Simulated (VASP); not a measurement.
ZnS: single point with PBE

ZnS:

```
Zn S
1.0
     0.00000    2.74170    2.63204
     2.74170    0.00000    2.63204
     2.74170    2.74170    0.00000
Zn S
1 1
Direct
  0.00000 0.00000 0.00000
  0.75000 0.75000 0.75000
```

This cell differs from its parent crystal: ratio of the length along z to the lengths across it x 0.96, volume and fractional coordinates fixed.

* Program: VASP 6.6.1
* Task: single point
* Functional: PBE
* Potentials or basis: VASP PAW PBE potentials, release 64 (Zn, S)
* Cutoff: 520 eV
* k mesh: 10 × 10 × 10
* Occupations: gaussian, width 0.05 eV
* Spin: no spin polarisation
* Dipole correction: no
* Further INCAR settings: ALGO = Normal; EDIFF = 1e-06; NBANDS = 16

- Pressure: 1.5 GPa
- Band gap on the k mesh: 2.01 eV, direct

Stress tensor (GPa, compression positive):
```
0.99 0.00 0.00
0.00 0.99 0.00
0.00 0.00 2.51
```

Levels at points of the mesh, in eV from the valence-band top:
```
           k point  band 5  band 6  band 7  band 8  band 9  band 10  band 11  band 12  band 13  band 14
(0.00, 0.00, 0.00)   -5.92   -5.91   -0.13   -0.13    0.00     2.01     6.32     6.32     6.33    11.34
(0.50, 0.00, 0.00)   -5.88   -5.72   -5.35   -1.05   -0.84     3.20     6.67     7.05     8.79    12.04
(0.50, 0.50, 0.00)   -5.84   -5.66   -4.47   -2.43   -2.43     3.20     3.73    11.17    11.81    11.81
(0.50, 0.00, 0.50)   -5.85   -5.72   -4.71   -2.26   -2.17     3.40     4.13    10.71    11.67    11.97
```

It took 25 s on 1 thread of Intel(R) Xeon(R) 6975P-C (Granite Rapids), with other jobs on the host, peak memory 0.19 GiB.
